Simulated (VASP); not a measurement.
# WC (P3m1) in VASP: a series of runs

WC is run at these levels: PBEsol; tasks: single point.

Program: VASP 6.6.1. These are calculated values, not measurements. Logs are shortened: lines on timing, memory, paths and dates and some standing lists are left out, and cuts for length are marked.

## (1) The cell of the first run

Symmetry: P3m1, No. 156, trigonal system. Conventional cell: a = 2.901 Å, b = 2.901 Å, c = 2.829 Å, α = 90.00°, β = 90.00°, γ = 120.00°. W (site symmetry 3m) has 6 C at 2.14 to 2.24 Å and 8 W at 2.83 to 2.90 Å within 3.0 Å. Within 3.0 Å of C (site symmetry 3m) lie 6 W at 2.14 to 2.24 Å and 8 C at 2.83 to 2.90 Å.

## (2) Single point, PBEsol

Contents of INCAR:

```
SYSTEM = WC
PREC     = Accurate       ! precision mode
ENCUT    = 520            ! plane-wave cutoff, eV
EDIFF    = 1E-7           ! SCF threshold, eV
ISMEAR   = 0              ! smearing method
SIGMA    = 0.15           ! smearing width, eV
LREAL    = .FALSE.        ! projectors in reciprocal space
LASPH    = .TRUE.         ! aspherical terms in the spheres
NELM     = 80             ! most SCF steps
ALGO     = Normal         ! electronic algorithm
ISIF     = 2              ! what is computed and relaxed
LWAVE    = .FALSE.        ! write WAVECAR
LCHARG   = .TRUE.         ! write CHGCAR
GGA      = PS             ! functional
LELF     = .TRUE.         ! ELF
LVHAR    = .TRUE.       
NBANDS   = 16             ! bands
```

Contents of KPOINTS:

```
Automatic mesh
0
G
  18 18 16
  0 0 0
```

Contents of POSCAR:

```
WC
1.0
    2.9005014360      0.0000000000      0.0000000000
   -1.4502507180      2.5119079273      0.0000000000
    0.0000000000      0.0000000000      2.8290000000
W C
1 1
Direct
    0.0000000000      0.0000000000      0.0000000000
    0.6666666667      0.3333333333      0.4734888653
```

Potentials or basis: VASP PAW PBE potentials, release 64 (W_sv, C).

Command:

```bash
$ cat potpaw_PBE.64/W_sv/POTCAR potpaw_PBE.64/C/POTCAR > POTCAR
$ mpirun -np 1 vasp_std > vasp.out
```

OUTCAR:

```text
SYSTEM = WC
   PREC = Accurate
   ENCUT = 520
   EDIFF = 1E-7
   ISMEAR = 0
   LREAL = .FALSE.
   LASPH = .TRUE.
   NELM = 80
   ISIF = 2
   GGA = PS

 ion  position               nearest neighbor table
   1  0.000  0.000  0.000-   2 2.14   2 2.14   2 2.14   2 2.24   2 2.24   2 2.24
   2  0.667  0.333  0.473-   1 2.14   1 2.14   1 2.14   1 2.24   1 2.24   1 2.24

  LATTYP: Found a hexagonal cell.
 ALAT       =     2.9005014360
 C/A-ratio  =     0.9753485949

  Lattice vectors:

 A1 = (   2.9005014360,   0.0000000000,   0.0000000000)
 A2 = (  -1.4502507180,   2.5119079273,   0.0000000000)
 A3 = (   0.0000000000,   0.0000000000,   2.8290000000)

Analysis of symmetry for initial positions (statically):
=====================================================================
 Subroutine PRICEL returns:
 Original cell was already a primitive cell.

 Routine SETGRP: Setting up the symmetry group for a
 hexagonal supercell.

 Subroutine GETGRP returns: Found  6 space group operations
 (whereof  6 operations were pure point group operations)
 out of a pool of 24 trial point group operations.

The static configuration has the point symmetry C_3v.

Analysis of symmetry for dynamics (positions and initial velocities):
=====================================================================
 Subroutine PRICEL returns:
 Original cell was already a primitive cell.

 Routine SETGRP: Setting up the symmetry group for a
 hexagonal supercell.

 Subroutine GETGRP returns: Found  6 space group operations
 (whereof  6 operations were pure point group operations)
 out of a pool of 24 trial point group operations.

The dynamic configuration has the point symmetry C_3v.

 Subroutine INISYM returns: Found  6 space group operations
 (whereof  6 operations are pure point group operations),
 and found     1 'primitive' translations

----------------------------------------------------------------------------------------

                                     Primitive cell

  volume of cell :      20.6115

  direct lattice vectors                    reciprocal lattice vectors
     2.900501436  0.000000000  0.000000000     0.344767973  0.199051882  0.000000000
    -1.450250718  2.511907927  0.000000000     0.000000000  0.398103764  0.000000000
     0.000000000  0.000000000  2.829000000     0.000000000  0.000000000  0.353481796

  length of vectors
     2.900501436  2.900501436  2.829000000     0.398103764  0.398103764  0.353481796

  position of ions in fractional coordinates (direct lattice)
     0.000000000  0.000000000  0.000000000
     0.666666667  0.333333333  0.473488865

  ion indices of the primitive-cell ions
   primitive index   ion index
                 1           1
                 2           2

----------------------------------------------------------------------------------------

 KPOINTS: Automatic mesh

Automatic generation of k-mesh.
 Grid dimensions read from file:
 generate k-points for:   18   18   16

 Generating k-lattice:

  Cartesian coordinates                     Fractional coordinates (reciprocal lattice)
     0.019153776  0.011058438  0.000000000     0.055555556  0.000000000  0.000000000
     0.000000000  0.022116876  0.000000000     0.000000000  0.055555556  0.000000000
     0.000000000  0.000000000  0.022092612     0.000000000  0.000000000  0.062500000

  Length of vectors
     0.022116876  0.022116876  0.022092612

  Shift w.r.t. Gamma in fractional coordinates (k-lattice)
     0.000000000  0.000000000  0.000000000

 Subroutine IBZKPT returns following result:
 ===========================================

 Found    522 irreducible k-points:

 Following reciprocal coordinates:
            Coordinates               Weight
  0.000000  0.000000  0.000000      1.000000
  0.055556  0.000000  0.000000      6.000000
  0.111111  0.000000  0.000000      6.000000
  0.166667  0.000000  0.000000      6.000000
  0.222222 -0.000000  0.000000      6.000000
  0.277778  0.000000  0.000000      6.000000
[... 16 lines left out ...]
  0.333333  0.111111  0.000000     12.000000
  0.388889  0.111111  0.000000     12.000000
 [... further k-points ...]
   k-points           NKPTS =    522   k-points in BZ     NKDIM =    522   number of bands    NBANDS=     16
   number of dos      NEDOS =    301   number of ions     NIONS =      2
   total plane-waves  NPLWV =  13824
   dimension x,y,z NGX =    24 NGY =   24 NGZ =   24
   dimension x,y,z NGXF=    48 NGYF=   48 NGZF=   48
   ions per type =               1   1
   NGX,Y,Z   is equivalent  to a cutoff of  13.76, 13.76, 14.10 a.u.
   NGXF,Y,Z  is equivalent  to a cutoff of  27.51, 27.51, 28.21 a.u.
 SYSTEM =  WC
   PREC   = accura    normal or accurate (medium, high low for compatibility)
   ISTART =      0    job   : 0-new  1-cont  2-samecut
   ICHARG =      2    charge: 1-file 2-atom 10-const
   ISPIN  =      1    spin polarized calculation?
   LNONCOLLINEAR =      F non collinear calculations
   LSORBIT =      F    spin-orbit coupling
   LASPH  =      T    aspherical Exc in radial PAW
   ENCUT  =  520.0 eV  38.22 Ry    6.18 a.u.   5.39  5.39  5.26*2*pi/ulx,y,z
   NELM   =     80;   NELMIN=  2; NELMDL= -5     # of ELM steps
   EDIFF  = 0.1E-06   stopping-criterion for ELM
   LREAL  =      F    real-space projection
   EDIFFG = 0.1E-05   stopping-criterion for IOM
   NSW    =      0    number of steps for IOM
   IBRION =     -1    ionic relax: 0-MD 1-quasi-New 2-CG
   NFREE  =      0    steps in history (QN), initial steepest desc. (CG)
   ISIF   =      2    stress and relaxation
   ISYM   =      2    0-nonsym 1-usesym 2-fastsym
   POTIM  = 0.5000    time-step for ionic-motion
   TEBEG  =    0.0;   TEEND  =   0.0 temperature during run
   PSTRESS=    0.0 pullay stress
   NELECT =      18.0000    total number of electrons
   NUPDOWN=      -1.0000    fix difference up-down
   EMIN   =  10.00;   EMAX   =-10.00  energy-range for DOS
   EFERMI =   0.00;   METHOD = LEGACY
   ISMEAR =     0;   SIGMA  =   0.15  broadening in eV -4-tet -1-fermi 0-gaus
   EFERMI_NEDOS =   21; number of points for ismear=-14 and -15
   IALGO  =     38    algorithm
   IMIX   =      4    mixing-type and parameters
     AMIX     =   0.40;   BMIX     =  1.00
     AMIX_MAG =   1.60;   BMIX_MAG =  1.00
  volume/ion in A,a.u.               =      10.31        69.55
  Fermi-wavevector in a.u.,A,eV,Ry     =   1.564813  2.957068 33.315762  2.448639
  Thomas-Fermi vector in A             =   2.667381
   LORBIT       =      0    0 simple, 1 ext, 2 COOP (PROOUT), +10 PAW based schemes
   GGA     = PS    functional components
   LHFCALC =     F    Hartree Fock is set to
   AEXX    =    0.0000 exact exchange contribution
   IVDW    =     0    specifies the selected vdW correction
   LEPSILON=     F    determine dielectric tensor
   LRPA    =     F    only Hartree local field effects (RPA)
 non-spin polarized calculation
 Gauss-broadening in eV      SIGMA  =   0.15
  energy-cutoff  :      520.00
  volume of cell :       20.61
 maximum number of plane-waves:       580
 NGX is ok and might be reduce to    24
   NGX = 11   NGY = 11   NGZ = 11

 number of electron      18.0000001 magnetization

 Free energy of the ion-electron system (eV)
  ---------------------------------------------------
  ext. energy  EPLUGINS =         0.00000000
  ---------------------------------------------------
  free energy    TOTEN  =       -23.86030252 eV

  energy without entropy =      -23.85660097  energy(sigma->0) =      -23.85845174

 E-fermi :  11.0361     XC(G=0): -13.9618

 val. band max:       11.0013109350   @ k =   0.0000   0.4444   0.4375
 cond. band min:      11.0435735803   @ k =   0.0556   0.0000   0.2500
 fundamental gap:      0.0422626453
 Fermi energy:        11.0361277896

 k-point     1 :       0.0000    0.0000    0.0000
  band No.  band energies     occupation
      1     -62.8796      2.00000
      2     -26.8661      2.00000
      3     -26.7666      2.00000
      4     -26.7666      2.00000
      5      -3.4479      2.00000
      6       6.5900      2.00000
[... 8 lines left out ...]
     15      25.2424      0.00000
     16      27.8041      0.00000

 k-point     2 :       0.0556    0.0000    0.0000
  band No.  band energies     occupation
      1     -62.8778      2.00000
      2     -26.8627      2.00000
      3     -26.7934      2.00000
      4     -26.7726      2.00000
      5      -3.3649      2.00000
      6       6.6192      2.00000
[... 8 lines left out ...]
     15      25.0801      0.00000
     16      27.9764      0.00000

 k-point     3 :       0.1111    0.0000    0.0000
  band No.  band energies     occupation
      1     -62.8725      2.00000
      2     -26.8710      2.00000
      3     -26.8520      2.00000
      4     -26.7900      2.00000
      5      -3.1225      2.00000
      6       6.5945      2.00000
[... 8 lines left out ...]
     15      24.8037      0.00000
     16      28.4733      0.00000

 k-point     4 :       0.1667    0.0000    0.0000
  band No.  band energies     occupation
      1     -62.8645      2.00000
      2     -26.9865      2.00000
      3     -26.8373      2.00000
      4     -26.8165      2.00000
      5      -2.7399      2.00000
      6       6.2401      2.00000
[... 8 lines left out ...]
     15      24.6639      0.00000
     16      29.2414      0.00000

 k-point     5 :       0.2222   -0.0000    0.0000
  band No.  band energies     occupation
      1     -62.8546      2.00000
      2     -27.1261      2.00000
      3     -26.8489      2.00000
      4     -26.8186      2.00000
      5      -2.2477      2.00000
      6       5.7012      2.00000
[... 8 lines left out ...]
     15      24.8177      0.00000
     16      29.2271      0.00000

 k-point     6 :       0.2778    0.0000    0.0000
  band No.  band energies     occupation
      1     -62.8441      2.00000
      2     -27.2717      2.00000
      3     -26.8831      2.00000
      4     -26.7986      2.00000
      5      -1.6868      2.00000
      6       5.1584      2.00000
[... 8 lines left out ...]
     15      25.3570      0.00000
     16      28.8324      0.00000
[... 267 lines left out ...]
 k-point    21 :       0.2222    0.1111    0.0000
  band No.  band energies     occupation
      1     -62.8408      2.00000
      2     -27.2866      2.00000
      3     -26.9247      2.00000
      4     -26.7925      2.00000
      5      -1.4919      2.00000
      6       5.0767      2.00000
[... 8 lines left out ...]
     15      25.5132      0.00000
     16      28.7020      0.00000

 k-point    22 :       0.2778    0.1111    0.0000
  band No.  band energies     occupation
      1     -62.8316      2.00000
      2     -27.4022      2.00000
      3     -26.9656      2.00000
      4     -26.7748      2.00000
      5      -0.9239      2.00000
      6       4.6602      2.00000
[... 8 lines left out ...]
     15      26.1785      0.00000
     16      27.6527      0.00000

 k-point    23 :       0.3333    0.1111    0.0000
  band No.  band energies     occupation
      1     -62.8239      2.00000
      2     -27.4951      2.00000
      3     -26.9988      2.00000
      4     -26.7603      2.00000
      5      -0.4063      2.00000
      6       4.3317      2.00000
[... 8 lines left out ...]
     15      25.7634      0.00000
     16      27.7931      0.00000

 k-point    24 :       0.3889    0.1111    0.0000
  band No.  band energies     occupation
      1     -62.8189      2.00000
      2     -27.5550      2.00000
      3     -27.0204      2.00000
      4     -26.7508      2.00000
      5      -0.0297      2.00000
      6       4.1167      2.00000
[... 8 lines left out ...]
     15      24.8999      0.00000
     16      28.4625      0.00000

 [... further k-points ...]

------------------------ aborting loop because EDIFF is reached ----------------------------------------

  FORCE on cell =-STRESS in cart. coord.  units (eV):
  Direction    XX          YY          ZZ          XY          YZ          ZX
  --------------------------------------------------------------------------------------
  -------------------------------------------------------------------------------------
  Total        0.1968632      0.1968632      0.3149097      0.0000000      0.0000000      0.0000000
  in kB       15.3026021     15.3026021     24.4786135      0.0000000      0.0000000      0.0000000
  external PRESSURE =      18.3612726 kB  Pullay stress =       0.0000000 kB

 VOLUME and BASIS-vectors are now :
 -----------------------------------------------------------------------------
  energy-cutoff  :      520.00
  volume of cell :       20.61
      direct lattice vectors                 reciprocal lattice vectors
     2.900501436  0.000000000  0.000000000     0.344767973  0.199051882  0.000000000
    -1.450250718  2.511907927  0.000000000     0.000000000  0.398103764  0.000000000
     0.000000000  0.000000000  2.829000000     0.000000000  0.000000000  0.353481796

 POSITION                                       TOTAL-FORCE (eV/Angst)
 -----------------------------------------------------------------------------------
      0.00000      0.00000      0.00000        -0.000000      0.000000     -1.098725
      1.45025      0.83730      1.33950         0.000000     -0.000000      1.098725
 -----------------------------------------------------------------------------------
    total drift:                               -0.000000      0.000000     -0.000062

  FREE ENERGIE OF THE ION-ELECTRON SYSTEM (eV)
  ---------------------------------------------------
  free  energy   TOTEN  =       -23.8603025206 eV

  energy  without entropy=      -23.8566009689  energy(sigma->0) =      -23.85845174
```

Run time: 82 s. Hardware: 1 thread of AMD EPYC 9R45 (Zen 5), shared host; peak memory 0.25 GiB.

Results:

```
Free energy            : -23.8603 eV
Pressure               : 1.8 GPa
Largest force          : 1.099 eV/Å
Band gap on the k mesh : zero (bands 9 and 10 overlap by 1.20 eV)
```

Forces in eV/Å, atoms in the order of the input:
```
W    0.000  0.000 -1.099
C    0.000  0.000  1.099
```

Stress tensor (GPa, compression positive):
```
1.53 0.00 0.00
0.00 1.53 0.00
0.00 0.00 2.45
```

Levels at points of the mesh, in eV from the Fermi level:
```tsv
k point	band 6	band 7	band 8	band 9	band 10	band 11	band 12	band 13
(0.00, 0.00, 0.00)	-4.45	-3.41	-3.41	0.23	3.22	3.22	5.78	5.78
(0.50, 0.00, 0.00)	-7.07	-3.79	-3.44	-0.53	2.43	4.57	4.92	6.70
(0.00, 0.00, 0.50)	-8.69	-2.12	-2.12	-0.57	-0.57	3.77	4.59	4.59
(0.50, 0.00, 0.50)	-6.55	-4.37	-4.17	0.31	4.46	5.38	6.69	9.27
```

Caveat: the cell differs from its parent crystal (all C atoms moved +0.075 Å, as atom 2 towards its neighbour atom 2 (C) at 2.829 Å); the PAW data sets were made with another functional, which shifts forces and pressure a little; spin-orbit coupling is left out, which moves the levels of the heavy elements.

## (3) Single point, PBEsol

Contents of INCAR:

```
ALGO     = Normal         # electronic algorithm
EDIFF    = 1E-6           # SCF threshold, eV
ENCUT    = 520            # plane-wave cutoff, eV
GGA      = PS             # functional
ISIF     = 2              # what is computed and relaxed
ISMEAR   = 0              # smearing method
LASPH    = T              # aspherical terms in the spheres
LCHARG   = F              # write CHGCAR
LREAL    = F              # projectors in reciprocal space
LWAVE    = F              # write WAVECAR
NBANDS   = 16             # bands
NELM     = 80             # most SCF steps
PREC     = Accurate       # precision mode
SIGMA    = 0.15           # smearing width, eV
```

Contents of KPOINTS:

```
k-points
0
Gamma
  18 18 16
```

POSCAR, as its differences from that of step 2:

```diff
@@ -9,2 +9,2 @@
     0.0000000000      0.0000000000      0.0000000000
-    0.6666666667      0.3333333333      0.4734888653
+    0.6666666667      0.3333333333      0.4911629551
```

Potentials or basis: VASP PAW PBE potentials, release 64 (W_sv, C).

Command:

```bash
$ cat potpaw_PBE.64/W_sv/POTCAR potpaw_PBE.64/C/POTCAR > POTCAR
$ mpirun -np 1 vasp_std > vasp.out
```

Run time: 74 s. Hardware: 1 thread of AMD EPYC 9R45 (Zen 5), shared host; peak memory 0.25 GiB.

The run converged. Its results:

```yaml
Free_energy: -23.8968 eV
Pressure: 0.7 GPa
Largest_force: 0.364 eV/Å
Band_gap_on_the_k_mesh: zero (bands 9 and 10 overlap by 1.23 eV)
```

Forces on the atoms (eV/Å):
```
W    0.000  0.000 -0.364
C    0.000  0.000  0.364
```

Stress tensor (GPa, compression positive):
```
0.53 0.00 0.00
0.00 0.53 0.00
0.00 0.00 0.94
```

Levels at points of the mesh, in eV from the Fermi level:
| k point | band 5 | band 6 | band 7 | band 8 | band 9 | band 10 | band 11 | band 12 | band 13 | band 14 |
| --- | --- | --- | --- | --- | --- | --- | --- | --- | --- | --- |
| (0.00, 0.00, 0.00) | -14.48 | -4.38 | -3.37 | -3.37 | 0.13 | 3.25 | 3.25 | 5.70 | 5.70 | 6.45 |
| (0.50, 0.00, 0.00) | -11.09 | -7.07 | -3.69 | -3.57 | -0.46 | 2.36 | 4.57 | 4.94 | 6.89 | 9.76 |
| (0.00, 0.00, 0.50) | -10.37 | -8.72 | -2.04 | -2.04 | -0.60 | -0.60 | 3.73 | 4.55 | 4.55 | 10.00 |
| (0.50, 0.00, 0.50) | -11.30 | -6.52 | -4.36 | -4.19 | 0.30 | 4.48 | 5.38 | 6.72 | 9.29 | 10.21 |

Caveat: the cell differs from its parent crystal (all C atoms moved +0.025 Å, as atom 2 towards its neighbour atom 2 (C) at 2.829 Å); the PAW data sets were made with another functional, which shifts forces and pressure a little; spin-orbit coupling is left out, which moves the levels of the heavy elements.
